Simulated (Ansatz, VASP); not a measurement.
**Two plane-wave programs on NaLa**

INCAR

```
PREC = Accurate ; ENCUT = 520
EDIFF = 1E-6 ; ISMEAR = -1
SIGMA = 0.15 ; LREAL = F
LASPH = T ; NELM = 60
ALGO = Normal ; ISIF = 2
LWAVE = F ; LCHARG = T
GGA = PS ; LELF = T
LVHAR = T ; NBANDS = 16
```

The input KPOINTS:

```
regular mesh
0
Gamma
  8 8 4
```

File POSCAR:

```
NaLa
1.0
    3.6062500000      0.0000000000      0.0000000000
   -1.8031300000      3.1231000000      0.0000000000
    0.0000000000      0.0000000000      6.4837800000
Na La
1 1
Direct
    0.0000000000      0.0000000000      0.0000000000
    0.3333333333      0.6666666667      0.5000000000
```

Input for Ansatz:

```yaml
crystal:
  lattice:
    - [3.60625, 0.0, 0.0]
    - [-1.80313, 3.1231, 0.0]
    - [0.0, 0.0, 6.48378]
  atoms:
    - { symbol: Na, position: [0.0, 0.0, 0.0] }
    - { symbol: La, position: [0.3333333333333333, 0.6666666666666666, 0.5] }
kpoints:
  mp_grid:
    grid: [8, 8, 4]
hamiltonian:
  xc: pbesol
  pseudopotentials:
    kind: paw
scf:
  occupations:
    method: fermi_dirac
    width: 0.15
output:
  forces: true
  stress: true
  eigenvalues: true
```

Alike in both runs: task single point; functional PBEsol; k mesh 8 × 8 × 4; occupations fermi-dirac, width 0.15 eV; no spin polarisation.

|  | VASP | Ansatz |
| --- | --- | --- |
| version | VASP 6.6.1 | Ansatz 0.2.0 |
| potentials or method | VASP PAW PBE potentials, release 64 (Na_pv, La) | plane waves, PAW |
| plane-wave cutoff (eV) | 520 | 420 |
| valence electrons in the cell | 18 | 20 |

|  | VASP | Ansatz | Ansatz less VASP |
| --- | --- | --- | --- |
| gap on the k mesh at the Fermi level (eV) | none | none | - |
| pressure (GPa) | -1.1 | -1.1 | -0.01 |
| traceless stress, the component that is largest in VASP (GPa) | 0.89 | 0.90 | +0.012 |

VASP's potentials were made for PBE, not for PBEsol. A gap of «none» marks a metal or a gap that the smearing closes. VASP's potentials hold 18 valence electrons a cell and Ansatz's 20, so a difference there can come from the potentials and not from the codes.

Neither program's run includes spin-orbit coupling.
